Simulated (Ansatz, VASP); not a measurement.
**ZnS in VASP and in Ansatz**

Contents of INCAR:

```
PREC = Accurate ; ENCUT = 520
EDIFF = 1E-8 ; ISMEAR = -1
SIGMA = 0.03 ; LREAL = F
LASPH = T ; NELM = 60
ALGO = Normal ; ISIF = 2
LWAVE = F ; LCHARG = F
GGA = PS ; LEFG = T
NBANDS = 26
```

The input KPOINTS:

```
Automatic mesh
0
Gamma
  8 8 5
```

Contents of POSCAR:

```
ZnS
1.0
    3.8109987816      0.0000000000      0.0000000000
   -1.9054993908      3.3004217586      0.0000000000
    0.0000000000      0.0000000000      6.3586800000
Zn S
2 2
Direct
    0.3333333333      0.6666666667      0.0000000000
    0.6666666667      0.3333333333      0.5000000000
    0.3333333333      0.6666666667      0.3850000000
    0.6666666667      0.3333333333      0.8850000000
```

Input for Ansatz:

```yaml
crystal:
  lattice:
    - [3.8109987816, 0.0, 0.0]
    - [-1.9054993908, 3.3004217586, 0.0]
    - [0.0, 0.0, 6.35868]
  atoms:
    - { symbol: Zn, position: [0.3333333333, 0.6666666667, 0.0] }
    - { symbol: Zn, position: [0.6666666667, 0.3333333333, 0.5] }
    - { symbol: S, position: [0.3333333333, 0.6666666667, 0.385] }
    - { symbol: S, position: [0.6666666667, 0.3333333333, 0.885] }
kpoints:
  mp_grid: { grid: [8, 8, 5] }
scf:
  occupations: { method: fermi_dirac, width: 0.03 }
hamiltonian:
  xc: pbesol
  pseudopotentials: { kind: paw }
output:
  forces: true
  stress: true
  eigenvalues: true
  efg: { contact_densities: true }
```

Change from the starting cell: zz strain of +2 %, PAW files.

Alike in both runs: task electric field gradients; functional PBEsol; k mesh 8 × 8 × 5; occupations fermi-dirac, width 0.03 eV; no spin polarisation.

|  | VASP | Ansatz |
| --- | --- | --- |
| version | VASP 6.6.1 | Ansatz 0.2.0 |
| potentials or method | VASP PAW PBE potentials, release 64 (Zn, S) | PAW with Ansatz's default frozen-core files, scalar-relativistic |
| plane-wave cutoff (eV) | 520 | 420 |
| valence electrons in the cell | 36 | 36 |

Ansatz gave:

* gap on the k mesh at the Fermi level (eV): 2.00
* pressure (GPa): -2.5
* traceless stress, the component that is largest in VASP (GPa): -2.50
* rms of the force components (eV/Å): 0.202
* size of Vzz on the site where it differs most (V/Å²): 25.4

Problem. Estimate VASP's values.

Solution. gap on the k mesh at the Fermi level (eV): 2.01; pressure (GPa): -2.3; traceless stress, the component that is largest in VASP (GPa): -2.53; rms of the force components (eV/Å): 0.204; size of Vzz on the site where it differs most (V/Å²): 27.0.

VASP's potentials were made for PBE, not for PBEsol. Atom by atom the forces differ by 0.002 eV/Å (rms over components).
